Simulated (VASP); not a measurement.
# HgTe (I-4m2) in VASP: further runs, part 2 of 3

VASP 6.6.1. The steps go on from the part before.

## 3. Single point, PBE (z stretched by -1 %, then relaxed in part)

File INCAR:

```
PREC     = Accurate       # precision mode
ENCUT    = 520            # plane-wave cutoff, eV
EDIFF    = 1E-6           # SCF threshold, eV
ISMEAR   = -1             # smearing method
SIGMA    = 0.05           # smearing width, eV
LREAL    = False          # projectors in reciprocal space
LASPH    = True           # aspherical terms in the spheres
NELM     = 100            # most SCF steps
ALGO     = Normal         # electronic algorithm
ISIF     = 2              # what is computed and relaxed
LWAVE    = False          # write WAVECAR
LCHARG   = False          # write CHGCAR
GGA      = PE             # functional
NBANDS   = 16             # bands
```

File KPOINTS:

```
regular mesh
0
Gamma
  13 13 13
```

File POSCAR:

```
HgTe
1.0
    0.0000000000      3.2235000000      3.1912650000
    3.2235000000      0.0000000000      3.1912650000
    3.2235000000      3.2235000000      0.0000000000
Hg Te
1 1
Direct
    0.0000000000      0.0000000000      0.0000000000
    0.2500000000      0.2500000000      0.2500000000
```

Potentials or basis: VASP PAW PBE potentials, release 64 (Hg, Te).

Started as:

```console
cat potpaw_PBE.64/Hg/POTCAR potpaw_PBE.64/Te/POTCAR > POTCAR
mpirun -np 1 vasp_std > vasp.out
```

OUTCAR:

```text
PREC = Accurate
   ENCUT = 520
   EDIFF = 1E-6
   ISMEAR = -1
   LREAL = False
   LASPH = True
   NELM = 100
   ISIF = 2
   GGA = PE

 ion  position               nearest neighbor table
   1  0.000  0.000  0.000-   2 2.78   2 2.78   2 2.78   2 2.78
   2  0.250  0.250  0.250-   1 2.78   1 2.78   1 2.78   1 2.78

  LATTYP: Found a body centered tetragonal cell.
 ALAT       =     4.5587174183
 C/A-ratio  =     1.4000714267

  Lattice vectors:

 A1 = (   0.0000000000,  -3.2235000000,  -3.1912650000)
 A2 = (   0.0000000000,   3.2235000000,  -3.1912650000)
 A3 = (   3.2235000000,   0.0000000000,   3.1912650000)

Analysis of symmetry for initial positions (statically):
=====================================================================
 Subroutine PRICEL returns:
 Original cell was already a primitive cell.

 Routine SETGRP: Setting up the symmetry group for a
 body centered tetragonal supercell.

 Subroutine GETGRP returns: Found  8 space group operations
 (whereof  8 operations were pure point group operations)
 out of a pool of 16 trial point group operations.

The static configuration has the point symmetry D_2d.

Analysis of symmetry for dynamics (positions and initial velocities):
=====================================================================
 Subroutine PRICEL returns:
 Original cell was already a primitive cell.

 Routine SETGRP: Setting up the symmetry group for a
 body centered tetragonal supercell.

 Subroutine GETGRP returns: Found  8 space group operations
 (whereof  8 operations were pure point group operations)
 out of a pool of 16 trial point group operations.

The dynamic configuration has the point symmetry D_2d.

 Subroutine INISYM returns: Found  8 space group operations
 (whereof  8 operations are pure point group operations),
 and found     1 'primitive' translations

----------------------------------------------------------------------------------------

                                     Primitive cell

  volume of cell :      66.3206

  direct lattice vectors                    reciprocal lattice vectors
     0.000000000  3.223500000  3.191265000    -0.155110904  0.155110904  0.156677681
     3.223500000  0.000000000  3.191265000     0.155110904 -0.155110904  0.156677681
     3.223500000  3.223500000  0.000000000     0.155110904  0.155110904 -0.156677681

  length of vectors
     4.535981101  4.535981101  4.558717418     0.269567582  0.269567582  0.269567582

  position of ions in fractional coordinates (direct lattice)
     0.000000000  0.000000000  0.000000000
     0.250000000  0.250000000  0.250000000

  ion indices of the primitive-cell ions
   primitive index   ion index
                 1           1
                 2           2

----------------------------------------------------------------------------------------

 KPOINTS: regular mesh

Automatic generation of k-mesh.
 Grid dimensions read from file:
 generate k-points for:   13   13   13

 Generating k-lattice:

  Cartesian coordinates                     Fractional coordinates (reciprocal lattice)
    -0.011931608  0.011931608  0.012052129     0.076923077  0.000000000  0.000000000
     0.011931608 -0.011931608  0.012052129     0.000000000  0.076923077  0.000000000
     0.011931608  0.011931608 -0.012052129    -0.000000000 -0.000000000  0.076923077

  Length of vectors
     0.020735968  0.020735968  0.020735968

  Shift w.r.t. Gamma in fractional coordinates (k-lattice)
     0.000000000  0.000000000  0.000000000

 Subroutine IBZKPT returns following result:
 ===========================================

 Found    196 irreducible k-points:

 Following reciprocal coordinates:
            Coordinates               Weight
  0.000000  0.000000  0.000000      1.000000
  0.076923  0.000000  0.000000      8.000000
  0.153846 -0.000000  0.000000      8.000000
  0.230769  0.000000  0.000000      8.000000
  0.307692 -0.000000  0.000000      8.000000
  0.384615  0.000000  0.000000      8.000000
[... 16 lines left out ...]
  0.384615  0.153846  0.000000      8.000000
  0.461538  0.153846  0.000000      8.000000
 [... further k-points ...]
   k-points           NKPTS =    196   k-points in BZ     NKDIM =    196   number of bands    NBANDS=     16
   number of dos      NEDOS =    301   number of ions     NIONS =      2
   total plane-waves  NPLWV =  46656
   dimension x,y,z NGX =    36 NGY =   36 NGZ =   36
   dimension x,y,z NGXF=    72 NGYF=   72 NGZF=   72
   ions per type =               1   1
   NGX,Y,Z   is equivalent  to a cutoff of  13.19, 13.19, 13.13 a.u.
   NGXF,Y,Z  is equivalent  to a cutoff of  26.39, 26.39, 26.26 a.u.
 SYSTEM =  unknown system
   PREC   = accura    normal or accurate (medium, high low for compatibility)
   ISTART =      0    job   : 0-new  1-cont  2-samecut
   ICHARG =      2    charge: 1-file 2-atom 10-const
   ISPIN  =      1    spin polarized calculation?
   LNONCOLLINEAR =      F non collinear calculations
   LSORBIT =      F    spin-orbit coupling
   LASPH  =      T    aspherical Exc in radial PAW
   ENCUT  =  520.0 eV  38.22 Ry    6.18 a.u.   8.43  8.43  8.48*2*pi/ulx,y,z
   NELM   =    100;   NELMIN=  2; NELMDL= -5     # of ELM steps
   EDIFF  = 0.1E-05   stopping-criterion for ELM
   LREAL  =      F    real-space projection
   EDIFFG = 0.1E-04   stopping-criterion for IOM
   NSW    =      0    number of steps for IOM
   IBRION =     -1    ionic relax: 0-MD 1-quasi-New 2-CG
   NFREE  =      0    steps in history (QN), initial steepest desc. (CG)
   ISIF   =      2    stress and relaxation
   ISYM   =      2    0-nonsym 1-usesym 2-fastsym
   POTIM  = 0.5000    time-step for ionic-motion
   TEBEG  =    0.0;   TEEND  =   0.0 temperature during run
   PSTRESS=    0.0 pullay stress
   NELECT =      18.0000    total number of electrons
   NUPDOWN=      -1.0000    fix difference up-down
   EMIN   =  10.00;   EMAX   =-10.00  energy-range for DOS
   EFERMI =   0.00;   METHOD = LEGACY
   ISMEAR =    -1;   SIGMA  =   0.05  broadening in eV -4-tet -1-fermi 0-gaus
   EFERMI_NEDOS =   21; number of points for ismear=-14 and -15
   IALGO  =     38    algorithm
   IMIX   =      4    mixing-type and parameters
     AMIX     =   0.40;   BMIX     =  1.00
     AMIX_MAG =   1.60;   BMIX_MAG =  1.00
  volume/ion in A,a.u.               =      33.16       223.78
  Fermi-wavevector in a.u.,A,eV,Ry     =   1.059944  2.003004 15.285891  1.123481
  Thomas-Fermi vector in A             =   2.195307
   LORBIT       =      0    0 simple, 1 ext, 2 COOP (PROOUT), +10 PAW based schemes
   GGA     = PE    functional components
   LHFCALC =     F    Hartree Fock is set to
   AEXX    =    0.0000 exact exchange contribution
   IVDW    =     0    specifies the selected vdW correction
   LEPSILON=     F    determine dielectric tensor
   LRPA    =     F    only Hartree local field effects (RPA)
 non-spin polarized calculation
  energy-cutoff  :      520.00
  volume of cell :       66.32
 maximum number of plane-waves:      1812
 NGX is ok and might be reduce to    36
   NGX = 17   NGY = 17   NGZ = 17

 number of electron      17.9999999 magnetization

 Free energy of the ion-electron system (eV)
  ---------------------------------------------------
  ext. energy  EPLUGINS =         0.00000000
  ---------------------------------------------------
  free energy    TOTEN  =        -3.55387493 eV

  energy without entropy =       -3.55366660  energy(sigma->0) =       -3.55377077

 E-fermi :   3.3978     XC(G=0):  -8.8263

 val. band max:        3.3130268952   @ k =   0.0000   0.0000   0.0000
 cond. band min:       3.7119367622   @ k =   0.0769   0.0000   0.0000
 fundamental gap:      0.3989098669
 Fermi energy:         3.3977732148

 k-point     1 :       0.0000    0.0000    0.0000
  band No.  band energies     occupation
      1      -8.8288      2.00000
      2      -4.1718      2.00000
      3      -4.1718      2.00000
      4      -4.1694      2.00000
      5      -3.6226      2.00000
      6      -3.6153      2.00000
[... 8 lines left out ...]
     15      12.8028      0.00000
     16      12.9296      0.00000
[... 419 lines left out ...]
 k-point    24 :       0.4615    0.1538    0.0000
  band No.  band energies     occupation
      1      -8.2210      2.00000
      2      -4.0341      2.00000
      3      -3.9982      2.00000
      4      -3.7043      2.00000
      5      -3.5893      2.00000
      6      -3.4407      2.00000
[... 8 lines left out ...]
     15      12.8696      0.00000
     16      13.5967      0.00000

 [... further k-points ...]

------------------------ aborting loop because EDIFF is reached ----------------------------------------

  FORCE on cell =-STRESS in cart. coord.  units (eV):
  Direction    XX          YY          ZZ          XY          YZ          ZX
  --------------------------------------------------------------------------------------
  -------------------------------------------------------------------------------------
  Total        1.9272667      1.9272667      1.9741149      0.0000000      0.0000000     -0.0000000
  in kB       46.5590593     46.5590593     47.6908198      0.0000000      0.0000000     -0.0000000
  external PRESSURE =      46.9363128 kB  Pullay stress =       0.0000000 kB

 VOLUME and BASIS-vectors are now :
 -----------------------------------------------------------------------------
  energy-cutoff  :      520.00
  volume of cell :       66.32
      direct lattice vectors                 reciprocal lattice vectors
     0.000000000  3.223500000  3.191265000    -0.155110904  0.155110904  0.156677681
     3.223500000  0.000000000  3.191265000     0.155110904 -0.155110904  0.156677681
     3.223500000  3.223500000  0.000000000     0.155110904  0.155110904 -0.156677681

 POSITION                                       TOTAL-FORCE (eV/Angst)
 -----------------------------------------------------------------------------------
      0.00000      0.00000      0.00000        -0.000000     -0.000000     -0.000000
      1.61175      1.61175      1.59563         0.000000      0.000000      0.000000
 -----------------------------------------------------------------------------------
    total drift:                               -0.000000     -0.000000      0.000000

  FREE ENERGIE OF THE ION-ELECTRON SYSTEM (eV)
  ---------------------------------------------------
  free  energy   TOTEN  =        -3.5538749291 eV

  energy  without entropy=       -3.5536666012  energy(sigma->0) =       -3.55377077
```

It took 2 min on 1 thread of Intel Xeon Platinum 8124M at 3.00GHz (Skylake/Cascade Lake), shared host; peak memory 0.36 GiB.

What came out:

* Free energy: -3.5539 eV
* Pressure: 4.7 GPa

Stress tensor (GPa, compression positive):
```
4.66 0.00 0.00
0.00 4.66 0.00
0.00 0.00 4.77
```

Levels at points of the mesh, in eV from the Fermi level:
| k point | band 5 | band 6 | band 7 | band 8 | band 9 | band 10 | band 11 | band 12 | band 13 | band 14 |
| --- | --- | --- | --- | --- | --- | --- | --- | --- | --- | --- |
| (0.00, 0.00, 0.00) | -7.02 | -7.01 | -0.79 | -0.12 | -0.12 | -0.08 | 4.09 | 4.09 | 4.09 | 6.37 |

Caveat: the cell differs from its parent crystal (z stretched by -1 %, then relaxed in part); the cell stands under pressure; spin-orbit coupling is left out, which moves the levels of the heavy elements.

## 4. Single point, PBE (z stretched by +1 %, then relaxed in part)

File INCAR:

```
  ALGO = Normal
  EDIFF = 1E-7
  ENCUT = 520
  GGA = PE
  ISIF = 2
  ISMEAR = -1
  LASPH = True
  LCHARG = True
  LELF = True
  LREAL = False
  LVHAR = True
  LWAVE = False
  NBANDS = 16
  NELM = 100
  PREC = Accurate
  SIGMA = 0.05
```

File KPOINTS:

```
k-points
0
Gamma
  13 13 13
```

File POSCAR:

```
HgTe
1.0
    0.0000000000      3.2235000000      3.2557350000
    3.2235000000      0.0000000000      3.2557350000
    3.2235000000      3.2235000000      0.0000000000
Hg Te
1 1
Direct
    0.0000000000      0.0000000000      0.0000000000
    0.2500000000      0.2500000000      0.2500000000
```

Started as:

```console
cat potpaw_PBE.64/Hg/POTCAR potpaw_PBE.64/Te/POTCAR > POTCAR
mpirun -np 1 vasp_std > vasp.out
```

Run time: 2.5 min. Hardware: 1 thread of Intel Xeon Platinum 8124M at 3.00GHz (Skylake/Cascade Lake), shared host; peak memory 0.37 GiB.

The run converged. Its results:

| Property | Result |
| --- | --- |
| Free energy | -3.5888 eV |
| Pressure | 3.6 GPa |
| Band gap on the k mesh | zero (filled and empty bands touch) |

Stress tensor (GPa, compression positive):
```
3.65 0.00 0.00
0.00 3.65 0.00
0.00 0.00 3.53
```

Levels at points of the mesh, in eV from the Fermi level:
```tsv
k point	band 6	band 7	band 8	band 9	band 10	band 11	band 12	band 13
(0.00, 0.00, 0.00)	-6.92	-0.84	-0.13	-0.10	-0.10	4.12	4.12	4.13
```

Caveat: the cell differs from its parent crystal (z stretched by +1 %, then relaxed in part); the cell stands under pressure; semilocal functionals underestimate gaps, so a narrow gap can read as zero; spin-orbit coupling is left out, which moves the levels of the heavy elements.

(Part 2 of 3 ends here.)
